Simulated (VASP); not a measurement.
**AlN: single point with LDA**

The system is AlN.

```
CELL_PARAMETERS angstrom
3.03716 0.00000 0.00000
-1.51858 2.63026 0.00000
0.00000 0.00000 4.86121
ATOMIC_POSITIONS crystal
Al 0.33333 0.66667 0.00152
Al 0.66667 0.33333 0.50152
N 0.33333 0.66667 0.38348
N 0.66667 0.33333 0.88348
```

- Program: VASP 6.6.1
- Task: single point
- Functional: LDA
- Potentials or basis: VASP PAW LDA potentials, release 64 (Al, N)
- Cutoff: 520 eV
- k mesh: 9 × 9 × 6
- Occupations: gaussian, width 0.05 eV
- Spin: no spin polarisation
- Dipole correction: no
- Further INCAR settings: ALGO = Normal; EDIFF = 1e-07; NBANDS = 16

* Pressure: 12.6 GPa
* Largest force: 0.024 eV/Å
* Band gap on the k mesh: 4.88 eV, direct

Forces in eV/Å, atoms in the order of the input:
```
Al   0.000  0.000 -0.024
Al   0.000  0.000 -0.024
N    0.000  0.000  0.024
N    0.000  0.000  0.024
```

Stress tensor (GPa, compression positive):
```
12.87  0.00  0.00
 0.00 12.87  0.00
 0.00  0.00 11.98
```

Levels at points of the mesh, in eV from the valence-band top:
| k point | band 4 | band 5 | band 6 | band 7 | band 8 | band 9 | band 10 | band 11 | band 12 | band 13 |
| --- | --- | --- | --- | --- | --- | --- | --- | --- | --- | --- |
| (0.00, 0.00, 0.00) | -0.91 | -0.91 | -0.24 | -0.24 | 0.00 | 4.88 | 7.18 | 11.07 | 11.46 | 11.46 |
| (0.00, 0.00, 0.50) | -3.46 | -0.59 | -0.59 | -0.59 | -0.59 | 7.06 | 7.06 | 10.74 | 10.74 | 11.79 |

Run time: 12 s on 1 thread of Intel(R) Xeon(R) 6975P-C (Granite Rapids), on a shared host, peak memory 0.14 GiB.

A k mesh can miss the band edges.
